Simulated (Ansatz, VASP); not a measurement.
## One calculation of Hg, two programs

```
CELL_PARAMETERS angstrom
2.15878 -2.07503 0.06188
2.15878 2.07503 0.06188
-0.25279 0.00000 3.27424
ATOMIC_POSITIONS crystal
Hg 0.50000 0.50000 0.50000
```

Alike in both runs: task single point; functional PBE; k mesh 14 × 14 × 14; occupations gaussian, width 0.1 eV; no spin polarisation.

```csv
,VASP,Ansatz
version,VASP 6.6.1,Ansatz 0.2.0
potentials or method,"VASP PAW PBE potentials, release 64 (Hg), cutoff 520 eV","scalar-relativistic, plane waves, PAW"
valence electrons in the cell,12,20
```

|  | VASP | Ansatz | Ansatz less VASP |
| --- | --- | --- | --- |
| gap on the k mesh at the Fermi level (eV) | none | none | - |
| pressure (GPa) | 0.9 | 0.7 | -0.22 |
| traceless stress, the component that is largest in VASP (GPa) | -1.61 | -1.46 | +0.141 |

A gap of «none» marks a metal or a gap that the smearing closes. VASP's potentials hold 12 valence electrons a cell and Ansatz's 20, so a difference there can come from the potentials and not from the codes.

Spin-orbit coupling is off throughout.
